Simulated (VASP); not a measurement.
Wanted: the native input for a VASP 6.6.1 run.

| Item | Value |
| --- | --- |
| Task | relaxation of cell and atoms |
| Functional | PBE |
| Potentials or basis | VASP PAW PBE potentials, release 64 (Mo_sv, Pb_d) |
| Cutoff | 600 eV |
| k mesh | 6 × 6 × 6 |
| Occupations | gaussian, width 0.1 eV |
| Spin | no spin polarisation |
| Dipole correction | no |
| Further INCAR settings | ALGO = Normal; EDIFF = 1e-06; IBRION = 2; EDIFFG = -0.04; NSW = 90; ISIF = 3 |

The structure of MoPb2 lies in POSCAR:

```
MoPb2
1.0
    4.8789367515      0.0000000000      0.0000000000
   -2.4394683758      4.2252831703      0.0000000000
    0.0000000000      0.0000000000      3.4316694468
Mo Pb
1 2
Direct
    0.0000000000      0.0000000000      0.0000000000
    0.3333333333      0.6666666667      0.5000000000
    0.6666666667      0.3333333333      0.5000000000
```

One way to write it, as run:

INCAR

```
SYSTEM = MoPb2
PREC = Accurate
ENCUT = 600
EDIFF = 1E-6
ISMEAR = 0
SIGMA = 0.1
LREAL = .False.
LASPH = .True.
NELM = 80
ALGO = Normal
ISIF = 3
LWAVE = .False.
LCHARG = .False.
GGA = PE
IBRION = 2
NSW = 90
EDIFFG = -0.04
```

KPOINTS

```
regular mesh
0
Gamma
  6 6 6
  0 0 0
```

Potentials or basis: VASP PAW PBE potentials, release 64 (Mo_sv, Pb_d).

Run with:

```bash
$ cat potpaw_PBE.64/Mo_sv/POTCAR potpaw_PBE.64/Pb_d/POTCAR > POTCAR
$ mpirun -np 1 vasp_std > vasp.out
```

Results of the run:

```yaml
Relaxed_volume: 24.38 Å³/atom
Relaxed_cell: a = 5.321 Å, b = 5.321 Å, c = 2.982 Å, α = 90.00°, β = 90.00°, γ = 120.00°
Space_group_after_relaxing_to_0.05_Å: P6/mmm (No. 191)
Energy_gained_by_relaxing: 330.7 meV/atom
Ionic_steps: 7
Pressure_after_relaxing: 0.0 GPa
Band_gap_on_the_k_mesh: zero (band 21 reaches 9.90 eV, above the bottom of band 22 at 8.60 eV)
```

Caveat: spin-orbit coupling is left out, which moves the levels of the heavy elements.

Run time: 3.2 min on 1 thread of Oxide Virtual Turin-like Processor, with other jobs on the host, peak memory 0.21 GiB.
